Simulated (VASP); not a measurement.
# Zn4Se3S (P-4m2) in VASP: settings compared

Aim: see how the results for Zn4Se3S move with the level of theory and the settings. Levels: LDA, PBE. Tasks: single point, relaxation of cell and atoms.

Everything below comes from runs of VASP 6.6.1. Logs are shortened: lines on timing, memory, paths and dates and some standing lists are left out, and cuts for length are marked.

## Step 1: The cell of the first run

The structure is tetragonal, space group P-4m2 (No. 115). Conventional cell: a = 4.003 Å, b = 4.003 Å, c = 11.316 Å, α = 90.00°, β = 90.00°, γ = 90.00°. Zn (site symmetry 2mm) has 2 S at 2.39 Å and 2 Se at 2.47 Å within 3.2 Å. Within 3.3 Å of Zn (site symmetry 2mm) lie 4 Se at 2.47 Å. Se (site symmetry 2mm) has 4 Zn at 2.47 Å within 3.3 Å. Within 3.3 Å of Se (site symmetry -4m2) lie 4 Zn at 2.47 Å. S (site symmetry -4m2) has 4 Zn at 2.39 Å within 3.2 Å.

## Step 2: Single point, LDA

Contents of INCAR:

```
SYSTEM = Zn4Se3S
PREC = Accurate
ENCUT = 520
EDIFF = 1E-6
ISMEAR = 0
SIGMA = 0.02
LREAL = .False.
LASPH = .True.
NELM = 100
ALGO = Normal
ISIF = 2
LWAVE = .False.
LCHARG = .False.
GGA = CA
NBANDS = 46
```

Contents of KPOINTS:

```
Automatic mesh
0
Gamma
  8 8 4
  0 0 0
```

Contents of POSCAR:

```
Zn4Se3S
1.0
    4.0030812000      0.0000000000      0.0000000000
    0.0000000000      4.0030812000      0.0000000000
    0.0000000000      0.0000000000     11.3161736000
Zn Se S
4 3 1
Direct
    0.5000000000      0.0000000000      0.8848430000
    0.0000000000      0.5000000000      0.1151570000
    0.5000000000      0.0000000000      0.3715650000
    0.0000000000      0.5000000000      0.6284350000
    0.5000000000      0.5000000000      0.2434210000
    0.0000000000      0.0000000000      0.5000000000
    0.5000000000      0.5000000000      0.7565790000
    0.0000000000      0.0000000000      0.0000000000
```

Potentials or basis: VASP PAW LDA potentials, release 64 (Zn, Se, S).

Command:

```
cat potpaw_LDA.64/Zn/POTCAR potpaw_LDA.64/Se/POTCAR potpaw_LDA.64/S/POTCAR > POTCAR
mpirun -np 1 vasp_std > vasp.out
```

OUTCAR:

```text
SYSTEM = Zn4Se3S
   PREC = Accurate
   ENCUT = 520
   EDIFF = 1E-6
   ISMEAR = 0
   LREAL = .False.
   LASPH = .True.
   NELM = 100
   ISIF = 2
   GGA = CA

 ion  position               nearest neighbor table
   1  0.500  0.000  0.885-   8 2.39   8 2.39   7 2.47   7 2.47
   2  0.000  0.500  0.115-   8 2.39   8 2.39   5 2.47   5 2.47
   3  0.500  0.000  0.372-   5 2.47   5 2.47   6 2.47   6 2.47
   4  0.000  0.500  0.628-   7 2.47   7 2.47   6 2.47   6 2.47
   5  0.500  0.500  0.243-   3 2.47   3 2.47   2 2.47   2 2.47
   6  0.000  0.000  0.500-   3 2.47   4 2.47   4 2.47   3 2.47
   7  0.500  0.500  0.757-   4 2.47   4 2.47   1 2.47   1 2.47
   8  0.000  0.000  0.000-   1 2.39   1 2.39   2 2.39   2 2.39

  LATTYP: Found a simple tetragonal cell.
 ALAT       =     4.0030812000
 C/A-ratio  =     2.8268658652

  Lattice vectors:

 A1 = (   4.0030812000,   0.0000000000,   0.0000000000)
 A2 = (   0.0000000000,   4.0030812000,   0.0000000000)
 A3 = (   0.0000000000,   0.0000000000,  11.3161736000)

Analysis of symmetry for initial positions (statically):
=====================================================================
 Subroutine PRICEL returns:
 Original cell was already a primitive cell.

 Routine SETGRP: Setting up the symmetry group for a
 simple tetragonal supercell.

 Subroutine GETGRP returns: Found  8 space group operations
 (whereof  8 operations were pure point group operations)
 out of a pool of 16 trial point group operations.

The static configuration has the point symmetry D_2d.

Analysis of symmetry for dynamics (positions and initial velocities):
=====================================================================
 Subroutine PRICEL returns:
 Original cell was already a primitive cell.

 Routine SETGRP: Setting up the symmetry group for a
 simple tetragonal supercell.

 Subroutine GETGRP returns: Found  8 space group operations
 (whereof  8 operations were pure point group operations)
 out of a pool of 16 trial point group operations.

The dynamic configuration has the point symmetry D_2d.

 Subroutine INISYM returns: Found  8 space group operations
 (whereof  8 operations are pure point group operations),
 and found     1 'primitive' translations

----------------------------------------------------------------------------------------

                                     Primitive cell

  volume of cell :     181.3378

  direct lattice vectors                    reciprocal lattice vectors
     4.003081200  0.000000000  0.000000000     0.249807573  0.000000000  0.000000000
     0.000000000  4.003081200  0.000000000     0.000000000  0.249807573  0.000000000
     0.000000000  0.000000000 11.316173600     0.000000000  0.000000000  0.088369093

  length of vectors
     4.003081200  4.003081200 11.316173600     0.249807573  0.249807573  0.088369093

  position of ions in fractional coordinates (direct lattice)
     0.500000000  0.000000000  0.884843000
     0.000000000  0.500000000  0.115157000
     0.500000000  0.000000000  0.371565000
     0.000000000  0.500000000  0.628435000
     0.500000000  0.500000000  0.243421000
     0.000000000  0.000000000  0.500000000
     0.500000000  0.500000000  0.756579000
     0.000000000  0.000000000  0.000000000

  ion indices of the primitive-cell ions
   primitive index   ion index
                 1           1
                 2           2
                 3           3
                 4           4
                 5           5
                 6           6
                 7           7
                 8           8

----------------------------------------------------------------------------------------

 KPOINTS: Automatic mesh

Automatic generation of k-mesh.
 Grid dimensions read from file:
 generate k-points for:    8    8    4

 Generating k-lattice:

  Cartesian coordinates                     Fractional coordinates (reciprocal lattice)
     0.031225947  0.000000000  0.000000000     0.125000000  0.000000000  0.000000000
     0.000000000  0.031225947  0.000000000     0.000000000  0.125000000  0.000000000
     0.000000000  0.000000000  0.022092273     0.000000000  0.000000000  0.250000000

  Length of vectors
     0.031225947  0.031225947  0.022092273

  Shift w.r.t. Gamma in fractional coordinates (k-lattice)
     0.000000000  0.000000000  0.000000000

 Subroutine IBZKPT returns following result:
 ===========================================

 Found     45 irreducible k-points:

 Following reciprocal coordinates:
            Coordinates               Weight
  0.000000  0.000000  0.000000      1.000000
  0.125000  0.000000  0.000000      4.000000
  0.250000  0.000000  0.000000      4.000000
  0.375000  0.000000  0.000000      4.000000
  0.500000  0.000000  0.000000      2.000000
  0.125000  0.125000  0.000000      4.000000
[... 16 lines left out ...]
  0.375000  0.125000  0.250000     16.000000
  0.500000  0.125000  0.250000      8.000000
 [... further k-points ...]
   k-points           NKPTS =     45   k-points in BZ     NKDIM =     45   number of bands    NBANDS=     46
   number of dos      NEDOS =    301   number of ions     NIONS =      8
   total plane-waves  NPLWV =  75600
   dimension x,y,z NGX =    30 NGY =   30 NGZ =   84
   dimension x,y,z NGXF=    60 NGYF=   60 NGZF=  168
   ions per type =               4   3   1
   NGX,Y,Z   is equivalent  to a cutoff of  12.46, 12.46, 12.34 a.u.
   NGXF,Y,Z  is equivalent  to a cutoff of  24.92, 24.92, 24.68 a.u.
 SYSTEM =  Zn4Se3S
   PREC   = accura    normal or accurate (medium, high low for compatibility)
   ISTART =      0    job   : 0-new  1-cont  2-samecut
   ICHARG =      2    charge: 1-file 2-atom 10-const
   ISPIN  =      1    spin polarized calculation?
   LNONCOLLINEAR =      F non collinear calculations
   LSORBIT =      F    spin-orbit coupling
   LASPH  =      T    aspherical Exc in radial PAW
   ENCUT  =  520.0 eV  38.22 Ry    6.18 a.u.   7.44  7.44 21.04*2*pi/ulx,y,z
   NELM   =    100;   NELMIN=  2; NELMDL= -5     # of ELM steps
   EDIFF  = 0.1E-05   stopping-criterion for ELM
   LREAL  =      F    real-space projection
   EDIFFG = 0.1E-04   stopping-criterion for IOM
   NSW    =      0    number of steps for IOM
   IBRION =     -1    ionic relax: 0-MD 1-quasi-New 2-CG
   NFREE  =      0    steps in history (QN), initial steepest desc. (CG)
   ISIF   =      2    stress and relaxation
   ISYM   =      2    0-nonsym 1-usesym 2-fastsym
   POTIM  = 0.5000    time-step for ionic-motion
   TEBEG  =    0.0;   TEEND  =   0.0 temperature during run
   PSTRESS=    0.0 pullay stress
   NELECT =      72.0000    total number of electrons
   NUPDOWN=      -1.0000    fix difference up-down
   EMIN   =  10.00;   EMAX   =-10.00  energy-range for DOS
   EFERMI =   0.00;   METHOD = LEGACY
   ISMEAR =     0;   SIGMA  =   0.02  broadening in eV -4-tet -1-fermi 0-gaus
   EFERMI_NEDOS =   21; number of points for ismear=-14 and -15
   IALGO  =     38    algorithm
   IMIX   =      4    mixing-type and parameters
     AMIX     =   0.40;   BMIX     =  1.00
     AMIX_MAG =   1.60;   BMIX_MAG =  1.00
  volume/ion in A,a.u.               =      22.67       152.97
  Fermi-wavevector in a.u.,A,eV,Ry     =   1.203251  2.273815 19.698688  1.447813
  Thomas-Fermi vector in A             =   2.339010
   LORBIT       =      0    0 simple, 1 ext, 2 COOP (PROOUT), +10 PAW based schemes
   GGA     = CA    functional components
   LHFCALC =     F    Hartree Fock is set to
   AEXX    =    0.0000 exact exchange contribution
   IVDW    =     0    specifies the selected vdW correction
   LEPSILON=     F    determine dielectric tensor
   LRPA    =     F    only Hartree local field effects (RPA)
 non-spin polarized calculation
 Gauss-broadening in eV      SIGMA  =   0.02
  energy-cutoff  :      520.00
  volume of cell :      181.34
 maximum number of plane-waves:      4963
 NGX is ok and might be reduce to    30
   NGX = 15   NGY = 15   NGZ = 43

 number of electron      72.0000062 magnetization

 Free energy of the ion-electron system (eV)
  ---------------------------------------------------
  ext. energy  EPLUGINS =         0.00000000
  ---------------------------------------------------
  free energy    TOTEN  =       -30.02837327 eV

  energy without entropy =      -30.02837327  energy(sigma->0) =      -30.02837327

 E-fermi :   1.4681     XC(G=0):  -9.6449

 val. band max:        1.3699703101   @ k =   0.0000   0.0000   0.0000
 cond. band min:       2.4539172169   @ k =   0.0000   0.0000   0.0000
 fundamental gap:      1.0839469068
 Fermi energy:         1.4681347767

 k-point     1 :       0.0000    0.0000    0.0000
  band No.  band energies     occupation
      1     -11.7126      2.00000
      2     -11.2558      2.00000
      3     -11.2148      2.00000
      4     -10.6635      2.00000
      5      -5.2411      2.00000
      6      -5.2104      2.00000
[... 38 lines left out ...]
     45       7.1879      0.00000
     46       7.2000      0.00000

 k-point     2 :       0.1250    0.0000    0.0000
  band No.  band energies     occupation
      1     -11.6454      2.00000
      2     -11.2143      2.00000
      3     -11.1740      2.00000
      4     -10.6637      2.00000
      5      -5.2206      2.00000
      6      -5.2035      2.00000
[... 38 lines left out ...]
     45       7.2934      0.00000
     46       7.5076      0.00000

 k-point     3 :       0.2500    0.0000    0.0000
  band No.  band energies     occupation
      1     -11.4600      2.00000
      2     -11.1101      2.00000
      3     -11.0716      2.00000
      4     -10.6830      2.00000
      5      -5.1870      2.00000
      6      -5.1863      2.00000
[... 1018 lines left out ...]
     45       8.0584      0.00000
     46       8.1938      0.00000

 k-point    24 :       0.5000    0.1250    0.2500
  band No.  band energies     occupation
      1     -10.9309      2.00000
      2     -10.9212      2.00000
      3     -10.9171      2.00000
      4     -10.8454      2.00000
      5      -5.1650      2.00000
      6      -5.1132      2.00000
[... 38 lines left out ...]
     45       7.9528      0.00000
     46       7.9575      0.00000

 [... further k-points ...]

------------------------ aborting loop because EDIFF is reached ----------------------------------------

  FORCE on cell =-STRESS in cart. coord.  units (eV):
  Direction    XX          YY          ZZ          XY          YZ          ZX
  --------------------------------------------------------------------------------------
  -------------------------------------------------------------------------------------
  Total       -5.7820895     -5.7820895     -5.7735047      0.0000000      0.0000000     -0.0000000
  in kB      -51.0865989    -51.0865989    -51.0107495      0.0000000      0.0000000     -0.0000000
  external PRESSURE =     -51.0613157 kB  Pullay stress =       0.0000000 kB

 VOLUME and BASIS-vectors are now :
 -----------------------------------------------------------------------------
  energy-cutoff  :      520.00
  volume of cell :      181.34
      direct lattice vectors                 reciprocal lattice vectors
     4.003081200  0.000000000  0.000000000     0.249807573  0.000000000  0.000000000
     0.000000000  4.003081200  0.000000000     0.000000000  0.249807573  0.000000000
     0.000000000  0.000000000 11.316173600     0.000000000  0.000000000  0.088369093

 POSITION                                       TOTAL-FORCE (eV/Angst)
 -----------------------------------------------------------------------------------
      2.00154      0.00000     10.01304        -0.000000     -0.000000     -0.013506
      0.00000      2.00154      1.30314        -0.000000     -0.000000      0.013506
      2.00154      0.00000      4.20469         0.000000      0.000000     -0.002140
      0.00000      2.00154      7.11148        -0.000000     -0.000000      0.002140
      2.00154      2.00154      2.75459        -0.000000      0.000000     -0.002599
      0.00000      0.00000      5.65809        -0.000000      0.000000      0.000000
      2.00154      2.00154      8.56158        -0.000000     -0.000000      0.002599
      0.00000      0.00000      0.00000        -0.000000     -0.000000      0.000000
 -----------------------------------------------------------------------------------
    total drift:                                0.000000     -0.000000     -0.000000

  FREE ENERGIE OF THE ION-ELECTRON SYSTEM (eV)
  ---------------------------------------------------
  free  energy   TOTEN  =       -30.0283732667 eV

  energy  without entropy=      -30.0283732667  energy(sigma->0) =      -30.02837327
```

It took 6.6 min on 1 thread of AMD EPYC 7R43 (Zen 3), shared host; peak memory 0.39 GiB.

What came out:

```yaml
Free_energy: -30.0284 eV
Pressure: -5.1 GPa
Largest_force: 0.014 eV/Å
Band_gap_on_the_k_mesh: 1.08 eV
```

Forces in eV/Å, atoms in the order of the input:
```
Zn   0.000  0.000 -0.014
Zn   0.000  0.000  0.014
Zn   0.000  0.000 -0.002
Zn   0.000  0.000  0.002
Se   0.000  0.000 -0.003
Se   0.000  0.000  0.000
Se   0.000  0.000  0.003
S    0.000  0.000  0.000
```

Levels at points of the mesh, in eV from the valence-band top:
| k point | band 33 | band 34 | band 35 | band 36 | band 37 | band 38 | band 39 | band 40 |
| --- | --- | --- | --- | --- | --- | --- | --- | --- |
| (0.00, 0.00, 0.00) | -1.08 | -0.05 | 0.00 | 0.00 | 1.08 | 2.93 | 3.33 | 3.78 |
| (0.50, 0.00, 0.00) | -0.85 | -0.74 | -0.71 | -0.70 | 2.38 | 2.51 | 3.93 | 4.14 |
| (0.50, 0.50, 0.00) | -2.18 | -2.13 | -2.13 | -2.05 | 2.81 | 3.03 | 3.42 | 3.42 |
| (0.00, 0.00, 0.50) | -0.52 | -0.52 | -0.29 | -0.29 | 2.46 | 2.54 | 3.18 | 3.20 |
| (0.50, 0.00, 0.50) | -1.40 | -0.73 | -0.71 | -0.71 | 3.10 | 3.25 | 3.26 | 3.38 |
| (0.50, 0.50, 0.50) | -2.39 | -2.38 | -2.31 | -2.28 | 3.68 | 3.74 | 3.79 | 3.99 |

Caveat: the cell stands under tension.

## Step 3: Relaxation of cell and atoms, PBE

Contents of INCAR:

```
SYSTEM = Zn4Se3S
PREC = Accurate
ENCUT = 600
EDIFF = 1E-6
ISMEAR = 0
SIGMA = 0.02
LREAL = .False.
LASPH = .True.
NELM = 60
ALGO = Normal
ISIF = 3
LWAVE = .False.
LCHARG = .False.
GGA = PE
IBRION = 2
NSW = 100
EDIFFG = -0.01
```

KPOINTS is that of step 2.

POSCAR is that of step 2.

Potentials or basis: VASP PAW PBE potentials, release 64 (Zn, Se, S).

Command:

```
cat potpaw_PBE.64/Zn/POTCAR potpaw_PBE.64/Se/POTCAR potpaw_PBE.64/S/POTCAR > POTCAR
mpirun -np 1 vasp_std > vasp.out
```

It took 22 min on 1 thread of Oxide Virtual Turin-like, shared host; peak memory 0.51 GiB.

Results (log left out):

```
Free energy                           : -24.8953 eV
Relaxed volume                        : 22.76 Å³/atom
Relaxed cell                          : a = 4.008 Å, b = 4.008 Å, c = 11.331 Å, α = 90.00°, β = 90.00°, γ = 90.00°
Space group after relaxing (to 0.1 Å) : P-4m2 (No. 115)
Energy gained by relaxing             : 0.0 meV/atom
Ionic steps                           : 2
Pressure after relaxing               : -0.1 GPa
Band gap on the k mesh                : 1.29 eV
```

The path:
```
step  energy change (eV)  largest force (eV/Å)  pressure (GPa)  volume (Å³)
   1              0.0000                0.0024            0.20       181.34
   2             -0.0002                0.0017           -0.06       182.07
```

Final structure:
```xyz
8
Lattice="4.0085 0.0000 0.0000 0.0000 4.0085 0.0000 0.0000 0.0000 11.3314" Properties=species:S:1:pos:R:3 pbc="T T T"
Zn    2.0042    4.0085   10.0266
Zn    4.0085    2.0042    1.3048
Zn    2.0042    4.0085    4.2104
Zn    0.0000    2.0042    7.1210
Se    2.0042    2.0042    2.7582
Se    0.0000    0.0000    5.6657
Se    2.0042    2.0042    8.5732
S     0.0000    0.0000    0.0000
```

Levels at points of the mesh, in eV from the valence-band top:
```tsv
k point	band 32	band 33	band 34	band 35	band 36	band 37	band 38	band 39	band 40	band 41
(0.00, 0.00, 0.00)	-1.05	-1.05	-0.05	0.00	0.00	1.29	3.13	3.47	3.89	3.98
(0.50, 0.00, 0.00)	-0.88	-0.84	-0.73	-0.70	-0.68	2.54	2.68	4.06	4.26	6.16
(0.50, 0.50, 0.00)	-2.52	-2.15	-2.10	-2.10	-2.01	3.01	3.23	3.56	3.56	5.45
(0.00, 0.00, 0.50)	-1.27	-0.52	-0.52	-0.28	-0.28	2.59	2.68	3.37	3.38	3.75
(0.50, 0.00, 0.50)	-1.56	-1.39	-0.71	-0.70	-0.70	3.24	3.39	3.40	3.53	5.94
(0.50, 0.50, 0.50)	-2.35	-2.35	-2.33	-2.26	-2.23	3.86	3.92	3.96	4.17	4.23
```
